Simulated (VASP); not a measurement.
**ZrC: single point with PBE+U**

Crystal: ZrC.

```
Zr C
1.0
     0.00000    2.38244    2.38244
     2.38244    0.00000    2.38244
     2.38244    2.38244    0.00000
Zr C
1 1
Direct
  0.00000 0.00000 0.00000
  0.50000 0.50000 0.50000
```

```
Program                : VASP 6.6.1
Task                   : single point
Functional             : PBE
Potentials or basis    : VASP PAW PBE potentials, release 64 (Zr_sv, C_h)
Cutoff                 : 1300 eV
k mesh                 : 7 × 7 × 7
Occupations            : fermi-dirac, width 0.1 eV
Spin                   : no spin polarisation
Hubbard terms          : Zr d U = 5.0 eV
Dipole correction      : no
Further INCAR settings : ALGO = Normal; EDIFF = 1e-06; NBANDS = 15
```

```json
{
 "Pressure": "5.7 GPa",
 "Band gap on the k mesh": "zero (bands 8 and 9 overlap by 1.18 eV)"
}
```

Levels at points of the mesh, in eV from the Fermi level:
```
           k point  band 6  band 7  band 8  band 9  band 10  band 11
(0.00, 0.00, 0.00)    0.86    0.86    0.86    1.75     1.75     1.75
```

Eigenvalues of the final occupation matrices:
```
    site  spin  trace               eigenvalues
site 1 d     1   0.68  0.09 0.09 0.09 0.20 0.20
site 1 d     2   0.68  0.09 0.09 0.09 0.20 0.20
```

Wall time 31 s on 1 thread of AMD EPYC 7R13 Processor (Zen 3) (shared host), peak memory 0.22 GiB.

Caveat: the cell stands under pressure; U without spin polarisation on a metal has little footing; the U is typed as a test and isn't derived for this compound.
